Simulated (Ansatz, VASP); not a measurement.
# HgTe in VASP and in Ansatz

Contents of POSCAR:

```
HgTe
1.0
    3.0822935400     -3.5709368700      0.0000000000
    3.0822935400      3.5709368700      0.0000000000
    0.0000000000      0.0000000000      5.7981570000
Hg Te
2 2
Direct
    0.3430500000      0.6569500000      0.7500000000
    0.6569500000      0.3430500000      0.2500000000
    0.7848090000      0.2151910000      0.7500000000
    0.2151910000      0.7848090000      0.2500000000
```

File INCAR.step1:

```
SYSTEM = HgTe
ALGO = Normal
EDIFF = 1E-4
ENCUT = 520
GGA = PE
ISMEAR = -1
LASPH = .True.
LCHARG = .False.
LREAL = .False.
LWAVE = .True.
NBANDS = 26
NELM = 80
PREC = Accurate
SIGMA = 0.02
```

File INCAR.step2:

```
SYSTEM = HgTe
ALGO = Normal
EDIFF = 1E-7
ENCUT = 520
ISIF = 2
ISMEAR = -1
ISTART = 1
IVDW = 13
LASPH = .True.
LCHARG = .False.
LMIXTAU = .True.
LREAL = .False.
LWAVE = .False.
METAGGA = R2SCAN
NBANDS = 26
NELM = 80
PREC = Accurate
SIGMA = 0.02
VDW_A1 = 0.51559235
VDW_A2 = 5.77342911
VDW_S6 = 1.0
VDW_S8 = 0.6018749
```

KPOINTS

```
k-points
0
Gamma
  4 4 4
  0 0 0
```

Input for Ansatz:

```yaml
crystal:
  lattice:
    - [3.08229354, -3.57093687, 0.0]
    - [3.08229354, 3.57093687, 0.0]
    - [0.0, 0.0, 5.798157]
  atoms:
    - { symbol: Hg, position: [0.34305, 0.65695, 0.75] }
    - { symbol: Hg, position: [0.65695, 0.34305, 0.25] }
    - { symbol: Te, position: [0.784809, 0.215191, 0.75] }
    - { symbol: Te, position: [0.215191, 0.784809, 0.25] }
kpoints:
  mp_grid:
    grid: [4, 4, 4]
hamiltonian:
  xc: r2scan
  dispersion: d4
  pseudopotentials:
    kind: nc
scf:
  occupations:
    method: fermi_dirac
    width: 0.02
output:
  stress: true
```

Alike in both runs: task single point; functional r2SCAN; dispersion D4; k mesh 4 × 4 × 4; occupations fermi-dirac, width 0.02 eV; no spin polarisation.

|  | VASP | Ansatz |
| --- | --- | --- |
| version | VASP 6.6.1 | Ansatz 0.2.0 |
| potentials or method | VASP PAW PBE potentials, release 64 (Hg, Te) | plane waves, norm-conserving potentials |
| plane-wave cutoff (eV) | 520 | 1230 |
| valence electrons in the cell | 36 | 72 |

Ansatz gave:

| Property | Result |
| --- | --- |
| pressure (GPa) | -3.9 |
| traceless stress, the component that is largest in VASP (GPa) | 0.83 |

**Question.** Which values does VASP return?

**Answer.** Pressure (GPa): -3.8; traceless stress, the component that is largest in VASP (GPa): 0.80.

VASP's potentials were made for PBE, not for r2SCAN. VASP's potentials hold 36 valence electrons a cell and Ansatz's 72, so a difference there can come from the potentials and not from the codes.

Neither program's run includes spin-orbit coupling.
